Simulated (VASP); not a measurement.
# PrBOs4 (P6/mmm) in VASP: single point with PBE

Aim: the single point of PrBOs4 with PBE.

All numbers are computed with VASP 6.6.1; they aren't measurements. Logs are shortened: lines on timing, memory, paths and dates and some standing lists are left out, and cuts for length are marked.

## 1. The cell of the first run

The structure is hexagonal, space group P6/mmm (No. 191). The conventional cell has a = 3.691 Å, b = 3.691 Å, c = 8.455 Å, α = 90.00°, β = 90.00°, γ = 120.00°. Within 2.8 Å of Pr (site symmetry 6/mmm) lie 8 Os at 2.13 to 2.39 Å. Within 2.4 Å of B (site symmetry 6/mmm) lie 2 Os at 1.84 Å. Os (site symmetry -6m2) has 3 Os at 2.13 Å and 3 Pr at 2.13 Å within 2.8 Å. Os (site symmetry 6mm) has 1 B at 1.84 Å and 1 Pr at 2.39 Å within 2.4 Å.

The cell was generated, and may not be a known phase.

## 2. Single point, PBE

The input, INCAR:

```
SYSTEM = PrBOs4
ALGO = Normal ; EDIFF = 1E-7
ENCUT = 520 ; GGA = PE
ISIF = 2 ; ISMEAR = 0
LASPH = .TRUE. ; LCHARG = .FALSE.
LREAL = .FALSE. ; LWAVE = .FALSE.
NBANDS = 33 ; NELM = 100
PREC = Accurate ; SIGMA = 0.1
```

The input, KPOINTS:

```
k-points
0
G
  6 6 2
  0 0 0
```

The input, POSCAR:

```
PrBOs4
1.0
    3.6909313100      0.0000000000      0.0000000000
   -1.8454656600      3.1964402800      0.0000000000
    0.0000000000      0.0000000000      8.4551971500
Pr B Os
1 1 4
Direct
    0.0000000000      0.0000000000      0.5000000000
    0.0000000000      0.0000000000      0.0000000000
    0.3333333300      0.6666666700      0.5000000000
    0.6666666700      0.3333333300      0.5000000000
    0.0000000000      0.0000000000      0.7824908700
    0.0000000000      0.0000000000      0.2175091300
```

Potentials or basis: VASP PAW PBE potentials, release 64 (Pr, B, Os).

On the command line:

```console
cat potpaw_PBE.64/Pr/POTCAR potpaw_PBE.64/B/POTCAR potpaw_PBE.64/Os/POTCAR > POTCAR
mpirun -np 1 vasp_std > vasp.out
```

OUTCAR:

```text
SYSTEM = PrBOs4
   EDIFF = 1E-7
   ENCUT = 520
   GGA = PE
   ISIF = 2
   ISMEAR = 0
   LASPH = .TRUE.
   LREAL = .FALSE.
   NELM = 100
   PREC = Accurate

 ion  position               nearest neighbor table
   1  0.000  0.000  0.500-   3 2.13   4 2.13   4 2.13   3 2.13   4 2.13   3 2.13   5 2.39   6 2.39

   2  0.000  0.000  0.000-   5 1.84   6 1.84
   3  0.333  0.667  0.500-   4 2.13   4 2.13   1 2.13   1 2.13   1 2.13   4 2.13   5 3.20   6 3.20
                             6 3.20   5 3.20   6 3.20   5 3.20
   4  0.667  0.333  0.500-   3 2.13   3 2.13   1 2.13   1 2.13   1 2.13   3 2.13   5 3.20   6 3.20
                             5 3.20   6 3.20   5 3.20   6 3.20
   5  0.000  0.000  0.782-   2 1.84   1 2.39   3 3.20   4 3.20   4 3.20   3 3.20   4 3.20   3 3.20

   6  0.000  0.000  0.218-   2 1.84   1 2.39   3 3.20   4 3.20   4 3.20   3 3.20   4 3.20   3 3.20

  LATTYP: Found a hexagonal cell.
 ALAT       =     3.6909313100
 C/A-ratio  =     2.2908031713

  Lattice vectors:

 A1 = (   3.6909313100,   0.0000000000,   0.0000000000)
 A2 = (  -1.8454656600,   3.1964402800,   0.0000000000)
 A3 = (   0.0000000000,   0.0000000000,   8.4551971500)

Analysis of symmetry for initial positions (statically):
=====================================================================
 Subroutine PRICEL returns:
 Original cell was already a primitive cell.

 Routine SETGRP: Setting up the symmetry group for a
 hexagonal supercell.

 Subroutine GETGRP returns: Found 24 space group operations
 (whereof 24 operations were pure point group operations)
 out of a pool of 24 trial point group operations.

The static configuration has the point symmetry D_6h.

Analysis of symmetry for dynamics (positions and initial velocities):
=====================================================================
 Subroutine PRICEL returns:
 Original cell was already a primitive cell.

 Routine SETGRP: Setting up the symmetry group for a
 hexagonal supercell.

 Subroutine GETGRP returns: Found 24 space group operations
 (whereof 24 operations were pure point group operations)
 out of a pool of 24 trial point group operations.

The dynamic configuration has the point symmetry D_6h.

 Subroutine INISYM returns: Found 24 space group operations
 (whereof 24 operations are pure point group operations),
[... 92 lines left out ...]
   NELM   =    100;   NELMIN=  2; NELMDL= -5     # of ELM steps
   EDIFF  = 0.1E-06   stopping-criterion for ELM
   LREAL  =      F    real-space projection
   EDIFFG = 0.1E-05   stopping-criterion for IOM
   NSW    =      0    number of steps for IOM
   IBRION =     -1    ionic relax: 0-MD 1-quasi-New 2-CG
   NFREE  =      0    steps in history (QN), initial steepest desc. (CG)
   ISIF   =      2    stress and relaxation
   ISYM   =      2    0-nonsym 1-usesym 2-fastsym
   POTIM  = 0.5000    time-step for ionic-motion
   TEBEG  =    0.0;   TEEND  =   0.0 temperature during run
   PSTRESS=    0.0 pullay stress
   NELECT =      48.0000    total number of electrons
   NUPDOWN=      -1.0000    fix difference up-down
   EMIN   =  10.00;   EMAX   =-10.00  energy-range for DOS
   EFERMI =   0.00;   METHOD = LEGACY
   ISMEAR =     0;   SIGMA  =   0.10  broadening in eV -4-tet -1-fermi 0-gaus
   EFERMI_NEDOS =   21; number of points for ismear=-14 and -15
   IALGO  =     38    algorithm
   IMIX   =      4    mixing-type and parameters
     AMIX     =   0.40;   BMIX     =  1.00
     AMIX_MAG =   1.60;   BMIX_MAG =  1.00
  volume/ion in A,a.u.               =      16.63       112.19
  Fermi-wavevector in a.u.,A,eV,Ry     =   1.282862  2.424257 22.391569  1.645734
  Thomas-Fermi vector in A             =   2.415148
   LORBIT       =      0    0 simple, 1 ext, 2 COOP (PROOUT), +10 PAW based schemes
   GGA     = PE    functional components
   LHFCALC =     F    Hartree Fock is set to
   AEXX    =    0.0000 exact exchange contribution
   IVDW    =     0    specifies the selected vdW correction
   LEPSILON=     F    determine dielectric tensor
   LRPA    =     F    only Hartree local field effects (RPA)
 non-spin polarized calculation
 Gauss-broadening in eV      SIGMA  =   0.10
  energy-cutoff  :      520.00
  volume of cell :       99.75
 maximum number of plane-waves:      2708
 NGX is ok and might be reduce to    28
   NGX = 13   NGY = 13   NGZ = 31

 number of electron      47.9999997 magnetization

 Free energy of the ion-electron system (eV)
  ---------------------------------------------------
  ext. energy  EPLUGINS =         0.00000000
  ---------------------------------------------------
  free energy    TOTEN  =       -21.08902805 eV

  energy without entropy =      -21.03868851  energy(sigma->0) =      -21.06385828

 E-fermi :   6.6788     XC(G=0): -11.7221

 val. band max:        6.6608551108   @ k =   0.0000   0.0000   0.0000
 cond. band min:       6.6873641988   @ k =   0.1667   0.1667   0.0000
 fundamental gap:      0.0265090881
 Fermi energy:         6.6788455860

 k-point     1 :       0.0000    0.0000    0.0000
  band No.  band energies     occupation
      1     -30.3965      2.00000
      2     -14.3563      2.00000
      3     -14.3563      2.00000
      4     -12.4049      2.00000
      5      -1.9319      2.00000
      6      -1.0708      2.00000
[... 493 lines left out ...]
     32       8.6686      0.00000
     33       9.2424      0.00000

------------------------ aborting loop because EDIFF is reached ----------------------------------------

  FORCE on cell =-STRESS in cart. coord.  units (eV):
  Direction    XX          YY          ZZ          XY          YZ          ZX
  --------------------------------------------------------------------------------------
  -------------------------------------------------------------------------------------
  Total      118.3310585    118.3310586     25.1923520     -0.0000002      0.0000000     -0.0000000
  in kB     1900.5663496   1900.5663518    404.6252700     -0.0000030      0.0000000     -0.0000000
  external PRESSURE =    1401.9193238 kB  Pullay stress =       0.0000000 kB

 VOLUME and BASIS-vectors are now :
 -----------------------------------------------------------------------------
  energy-cutoff  :      520.00
  volume of cell :       99.75
      direct lattice vectors                 reciprocal lattice vectors
     3.690931310  0.000000000  0.000000000     0.270934330  0.156424008  0.000000000
    -1.845465660  3.196440280  0.000000000     0.000000000  0.312848016  0.000000000
     0.000000000  0.000000000  8.455197150     0.000000000  0.000000000  0.118270453

 POSITION                                       TOTAL-FORCE (eV/Angst)
 -----------------------------------------------------------------------------------
      0.00000      0.00000      4.22760        -0.000000      0.000000      0.000000
      0.00000      0.00000      0.00000        -0.000000      0.000000      0.000000
     -0.00000      2.13096      4.22760        -0.000000      0.000000      0.000000
      1.84547      1.06548      4.22760         0.000000     -0.000000     -0.000000
      0.00000      0.00000      6.61611        -0.000000     -0.000000     -0.163432
      0.00000      0.00000      1.83908         0.000000      0.000000      0.163432
 -----------------------------------------------------------------------------------
    total drift:                               -0.000000     -0.000000      0.000000

  FREE ENERGIE OF THE ION-ELECTRON SYSTEM (eV)
  ---------------------------------------------------
  free  energy   TOTEN  =       -21.0890280472 eV

  energy  without entropy=      -21.0386885079  energy(sigma->0) =      -21.06385828
```

Wall time 4.3 min (1 thread of Intel Xeon Platinum 8259CL at 2.50GHz (Skylake/Cascade Lake), shared host); peak memory 0.25 GiB.

What came out:

```
Free energy            : -21.0890 eV
Pressure               : 140.2 GPa
Largest force          : 0.163 eV/Å
Band gap on the k mesh : zero (bands 24 and 25 overlap by 1.31 eV)
```

Forces on the atoms (eV/Å):
```
Pr   0.000  0.000  0.000
B    0.000  0.000  0.000
Os   0.000  0.000  0.000
Os   0.000  0.000  0.000
Os   0.000  0.000 -0.163
Os   0.000  0.000  0.163
```

Caveat: the k points lie up to 0.37 Å⁻¹ apart, too coarse for converged energies and pressures of a metal; spin-orbit coupling is left out, which moves the levels of the heavy elements; semilocal functionals describe open f shells poorly, which spoils levels, moments and volumes. Spin polarisation is off, so any magnetic state and its effect on volume and gap are missing.

The gap in the log of VASP goes by the Fermi energy; the results here count the filled bands.